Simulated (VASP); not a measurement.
# Ca2C (Fm-3m) in VASP: notebook

Runs on Ca2C. Level: PBE. Tasks: single point.

Everything below comes from runs of VASP 6.6.1. Logs are shortened: lines on timing, memory, paths and dates and some standing lists are left out, and cuts for length are marked.

### Step 1. The cell of the first run

Symmetry: Fm-3m, No. 225, cubic system. The conventional cell has a = 6.151 Å, b = 6.151 Å, c = 6.151 Å, α = 90.00°, β = 90.00°, γ = 90.00°. C (site symmetry m-3m) has 8 Ca at 2.66 Å within 3.5 Å. Ca (site symmetry -43m) has 4 C at 2.66 Å and 6 Ca at 3.08 Å within 3.5 Å.

### Step 2. Single point, PBE (19.39 Å³/atom)

Input file INCAR:

```
SYSTEM = Ca2C
PREC     = Accurate       ! precision mode
ENCUT    = 600            ! plane-wave cutoff, eV
EDIFF    = 1E-6           ! SCF threshold, eV
ISMEAR   = 0              ! smearing method
SIGMA    = 0.01           ! smearing width, eV
LREAL    = .False.        ! projectors in reciprocal space
LASPH    = .True.         ! aspherical terms in the spheres
NELM     = 120            ! most SCF steps
ALGO     = Normal         ! electronic algorithm
ISIF     = 2              ! what is computed and relaxed
LWAVE    = .False.        ! write WAVECAR
LCHARG   = .False.        ! write CHGCAR
GGA      = PE             ! functional
NBANDS   = 19             ! bands
GGA_COMPAT= .False.
```

Input file KPOINTS:

```
regular mesh
0
Gamma
  4 4 4
  0 0 0
```

Input file POSCAR:

```
Ca2C
1.0
    0.0000000000      3.0755433621      3.0755433621
    3.0755433621      0.0000000000      3.0755433621
    3.0755433621      3.0755433621      0.0000000000
C Ca
1 2
Direct
    0.0000000000      0.0000000000      0.0000000000
    0.2500000000      0.2500000000      0.2500000000
    0.7500000000      0.7500000000      0.7500000000
```

Potentials or basis: VASP PAW PBE potentials, release 64 (C, Ca_sv).

On the command line:

```sh
$ cat potpaw_PBE.64/C/POTCAR potpaw_PBE.64/Ca_sv/POTCAR > POTCAR
$ mpirun -np 1 vasp_std > vasp.out
```

OUTCAR:

```text
SYSTEM = Ca2C
   PREC = Accurate
   ENCUT = 600
   EDIFF = 1E-6
   ISMEAR = 0
   LREAL = .False.
   LASPH = .True.
   NELM = 120
   ISIF = 2
   GGA = PE

 ion  position               nearest neighbor table
   1  0.000  0.000  0.000-
   2  0.250  0.250  0.250-   3 3.08   3 3.08   3 3.08   3 3.08   3 3.08   3 3.08
   3  0.750  0.750  0.750-   2 3.08   2 3.08   2 3.08   2 3.08   2 3.08   2 3.08

  LATTYP: Found a face centered cubic cell.
 ALAT       =     6.1510867242

  Lattice vectors:

 A1 = (   0.0000000000,   3.0755433621,   3.0755433621)
 A2 = (   3.0755433621,   0.0000000000,   3.0755433621)
 A3 = (   3.0755433621,   3.0755433621,   0.0000000000)

Analysis of symmetry for initial positions (statically):
=====================================================================
 Subroutine PRICEL returns:
 Original cell was already a primitive cell.

 Routine SETGRP: Setting up the symmetry group for a
 face centered cubic supercell.

 Subroutine GETGRP returns: Found 48 space group operations
 (whereof 48 operations were pure point group operations)
 out of a pool of 48 trial point group operations.

The static configuration has the point symmetry O_h .

Analysis of symmetry for dynamics (positions and initial velocities):
=====================================================================
 Subroutine PRICEL returns:
 Original cell was already a primitive cell.

 Routine SETGRP: Setting up the symmetry group for a
 face centered cubic supercell.

 Subroutine GETGRP returns: Found 48 space group operations
 (whereof 48 operations were pure point group operations)
 out of a pool of 48 trial point group operations.

The dynamic configuration has the point symmetry O_h .

 Subroutine INISYM returns: Found 48 space group operations
 (whereof 48 operations are pure point group operations),
 and found     1 'primitive' translations

----------------------------------------------------------------------------------------

                                     Primitive cell

  volume of cell :      58.1829

  direct lattice vectors                    reciprocal lattice vectors
     0.000000000  3.075543362  3.075543362    -0.162572899  0.162572899  0.162572899
     3.075543362  0.000000000  3.075543362     0.162572899 -0.162572899  0.162572899
     3.075543362  3.075543362  0.000000000     0.162572899  0.162572899 -0.162572899

  length of vectors
     4.349475134  4.349475134  4.349475134     0.281584521  0.281584521  0.281584521

  position of ions in fractional coordinates (direct lattice)
[... 64 lines left out ...]
   EDIFF  = 0.1E-05   stopping-criterion for ELM
   LREAL  =      F    real-space projection
   EDIFFG = 0.1E-04   stopping-criterion for IOM
   NSW    =      0    number of steps for IOM
   IBRION =     -1    ionic relax: 0-MD 1-quasi-New 2-CG
   NFREE  =      0    steps in history (QN), initial steepest desc. (CG)
   ISIF   =      2    stress and relaxation
   ISYM   =      2    0-nonsym 1-usesym 2-fastsym
   POTIM  = 0.5000    time-step for ionic-motion
   TEBEG  =    0.0;   TEEND  =   0.0 temperature during run
   PSTRESS=    0.0 pullay stress
   NELECT =      24.0000    total number of electrons
   NUPDOWN=      -1.0000    fix difference up-down
   EMIN   =  10.00;   EMAX   =-10.00  energy-range for DOS
   EFERMI =   0.00;   METHOD = LEGACY
   ISMEAR =     0;   SIGMA  =   0.01  broadening in eV -4-tet -1-fermi 0-gaus
   EFERMI_NEDOS =   21; number of points for ismear=-14 and -15
   IALGO  =     38    algorithm
   IMIX   =      4    mixing-type and parameters
     AMIX     =   0.40;   BMIX     =  1.00
     AMIX_MAG =   1.60;   BMIX_MAG =  1.00
  volume/ion in A,a.u.               =      19.39       130.88
  Fermi-wavevector in a.u.,A,eV,Ry     =   1.218653  2.302920 20.206218  1.485115
  Thomas-Fermi vector in A             =   2.353932
   LORBIT       =      0    0 simple, 1 ext, 2 COOP (PROOUT), +10 PAW based schemes
   GGA     = PE    functional components
   LHFCALC =     F    Hartree Fock is set to
   AEXX    =    0.0000 exact exchange contribution
   IVDW    =     0    specifies the selected vdW correction
   LEPSILON=     F    determine dielectric tensor
   LRPA    =     F    only Hartree local field effects (RPA)
 non-spin polarized calculation
 Gauss-broadening in eV      SIGMA  =   0.01
  energy-cutoff  :      600.00
  volume of cell :       58.18
 maximum number of plane-waves:      1964
 NGX is ok and might be reduce to    36
   NGX = 17   NGY = 17   NGZ = 17

 number of electron      24.0000000 magnetization

 Free energy of the ion-electron system (eV)
  ---------------------------------------------------
  ext. energy  EPLUGINS =         0.00000000
  ---------------------------------------------------
  free energy    TOTEN  =       -12.00942547 eV

  energy without entropy =      -12.00942547  energy(sigma->0) =      -12.00942547

 E-fermi :   3.6254     XC(G=0):  -9.6930

 val. band max:        3.5684319520   @ k =   0.5000   0.5000   0.0000
 cond. band min:       3.7129225695   @ k =   0.5000   0.5000   0.0000
 fundamental gap:      0.1444906175
 Fermi energy:         3.6253621030

 k-point     1 :       0.0000    0.0000    0.0000
  band No.  band energies     occupation
      1     -36.6495      2.00000
      2     -36.3910      2.00000
      3     -17.8377      2.00000
      4     -17.8377      2.00000
      5     -17.8377      2.00000
      6     -17.3366      2.00000
[... 153 lines left out ...]
      6     -17.6188      2.00000
[... 11 lines left out ...]
     18       8.1030      0.00000
     19       9.4959      0.00000

------------------------ aborting loop because EDIFF is reached ----------------------------------------

  FORCE on cell =-STRESS in cart. coord.  units (eV):
  Direction    XX          YY          ZZ          XY          YZ          ZX
  --------------------------------------------------------------------------------------
  -------------------------------------------------------------------------------------
  Total        1.5102403      1.5102403      1.5102403     -0.0000000     -0.0000000      0.0000000
  in kB       41.5873324     41.5873324     41.5873324     -0.0000000     -0.0000000      0.0000000
  external PRESSURE =      41.5873324 kB  Pullay stress =       0.0000000 kB

 VOLUME and BASIS-vectors are now :
 -----------------------------------------------------------------------------
  energy-cutoff  :      600.00
  volume of cell :       58.18
      direct lattice vectors                 reciprocal lattice vectors
     0.000000000  3.075543362  3.075543362    -0.162572899  0.162572899  0.162572899
     3.075543362  0.000000000  3.075543362     0.162572899 -0.162572899  0.162572899
     3.075543362  3.075543362  0.000000000     0.162572899  0.162572899 -0.162572899

 POSITION                                       TOTAL-FORCE (eV/Angst)
 -----------------------------------------------------------------------------------
      0.00000      0.00000      0.00000         0.000000      0.000000      0.000000
      1.53777      1.53777      1.53777        -0.000000      0.000000      0.000000
      4.61332      4.61332      4.61332        -0.000000     -0.000000     -0.000000
 -----------------------------------------------------------------------------------
    total drift:                                0.000000      0.000000      0.000000

  FREE ENERGIE OF THE ION-ELECTRON SYSTEM (eV)
  ---------------------------------------------------
  free  energy   TOTEN  =       -12.0094254675 eV

  energy  without entropy=      -12.0094254675  energy(sigma->0) =      -12.00942547
```

stdout:

```text
POSCAR found type information on POSCAR C Ca
 POSCAR found :  2 types and       3 ions
 scaLAPACK will be used
 LDA part: xc-table for (Slater+PW92), standard interpolation
 POSCAR, INCAR and KPOINTS ok, starting setup
 FFT: planning ... GRIDC
 FFT: planning ... GRID_SOFT
 FFT: planning ... GRID
 WAVECAR not read
 entering main loop
```

Wall time 14 s (1 thread of Intel Xeon Platinum 8259CL at 2.50GHz (Skylake/Cascade Lake), shared host); peak memory 0.2 GiB.

What came out:

| Item | Value |
| --- | --- |
| Free energy | -12.0094 eV |
| Pressure | 4.2 GPa |
| Band gap on the k mesh | 0.14 eV |

Levels at points of the mesh, in eV from the valence-band top:
| k point | band 9 | band 10 | band 11 | band 12 | band 13 | band 14 | band 15 | band 16 |
| --- | --- | --- | --- | --- | --- | --- | --- | --- |
| (0.00, 0.00, 0.00) | -8.50 | -1.21 | -1.21 | -1.21 | 0.96 | 1.82 | 1.82 | 6.01 |
| (0.50, 0.00, 0.00) | -7.82 | -1.98 | -0.48 | -0.48 | 2.73 | 3.03 | 3.03 | 4.42 |
| (0.50, 0.50, 0.00) | -7.68 | -2.08 | 0.00 | 0.00 | 0.14 | 2.55 | 2.70 | 4.87 |

Caveat: the k points lie up to 0.44 Å⁻¹ apart. A k mesh can miss the band edges.

(Part 1 of 2 ends here.)
